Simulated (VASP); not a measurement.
A run of VASP 6.6.1 is set up as follows.

The input POSCAR:

```
Fe
1.0
    0.0000000000      1.7845000000      1.7845000000
    3.5690000000      0.0000000000      3.5690000000
    1.7845000000      1.7845000000      0.0000000000
Fe
2
Direct
    0.0000000000      0.0000000000      0.0000000000
    0.0000000000      0.5000000000      0.0000000000
```

INCAR.step1

```
PREC = Accurate ; ENCUT = 520
ISMEAR = -1 ; SIGMA = 0.1
LREAL = F ; LASPH = T
NELM = 150 ; ISPIN = 2
MAGMOM = 4 -4 ; LMAXMIX = 4
NBANDS = 19 ; GGA = PE
ALGO = Normal ; EDIFF = 1E-4
LWAVE = T ; LCHARG = F
```

The input INCAR.step2:

```
PREC = Accurate ; ENCUT = 520
EDIFF = 1E-6 ; ISMEAR = -1
SIGMA = 0.1 ; LREAL = F
LASPH = T ; NELM = 150
ALGO = Normal ; ISIF = 2
LWAVE = F ; LCHARG = T
ISPIN = 2 ; MAGMOM = 4 -4
LORBIT = 11 ; LMAXMIX = 4
METAGGA = R2SCAN ; LMIXTAU = T
LELF = T ; LVHAR = T
NBANDS = 19 ; ISTART = 1
```

The input KPOINTS:

```
Automatic mesh
0
Gamma
  12 6 12
```

Potentials or basis: VASP PAW PBE potentials, release 64 (Fe).

Command:

```sh
$ cat potpaw_PBE.64/Fe/POTCAR > POTCAR
$ cp INCAR.step1 INCAR
$ mpirun -np 1 vasp_std > vasp.out
$ cp INCAR.step2 INCAR
$ mpirun -np 1 vasp_std > vasp.out
```

Problem. What does it give for the band gap on the k mesh?

Solution. Zero (filled and empty bands overlap).

Problem. What does it give for the site moments?

Solution. Fe +2.52, -2.52 μB.

Problem. Estimate the pressure.

Solution. 3.2 GPa.

Problem. Estimate the net moment.

Solution. 0.00 μB per cell.

Stress tensor (GPa, compression positive):
```
 3.22 -5.20  5.20
-5.20  3.22 -5.20
 5.20 -5.20  3.22
```

Caveat: the cell stands under pressure; the antiferromagnetic order is the one typed at the start, and another may lie lower; the PAW data sets were made with another functional, which shifts forces and pressure a little.
